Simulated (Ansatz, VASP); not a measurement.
SrO in VASP and in Ansatz

```xyz
4
Lattice="4.4864 0.0000 0.0000 0.0000 4.4864 0.0000 0.0000 0.0000 3.5966" Properties=species:S:1:pos:R:3 pbc="T T T"
Sr    2.2432    0.0000    0.9724
Sr    0.0000    2.2432    2.6242
O     0.0000    0.0000    0.0000
O     2.2432    2.2432    0.0000
```

Alike in both runs: functional PBE; k mesh 8 × 8 × 10; occupations gaussian, width 0.05 eV; no spin polarisation.

Ansatz relaxed the structure, and its values are those at the end. VASP's run is a single point on that final structure, the one shown.

|  | VASP | Ansatz |
| --- | --- | --- |
| version | VASP 6.6.1 | Ansatz 0.2.0 |
| potentials or method | VASP PAW PBE potentials, release 64 (Sr_sv, O), cutoff 520 eV | scalar-relativistic, plane waves, PAW |
| valence electrons in the cell | 32 | 32 |

|  | VASP | Ansatz | Ansatz less VASP |
| --- | --- | --- | --- |
| gap on the k mesh at the Fermi level (eV) | 2.52 | 2.53 | +0.008 |
| least direct gap on the mesh (eV) | 2.59 | 2.60 | +0.010 |
| pressure (GPa) | 0.6 | 0.0 | -0.62 |
| rms of the force components (eV/Å) | 0.028 | 0.000 | -0.0280 |
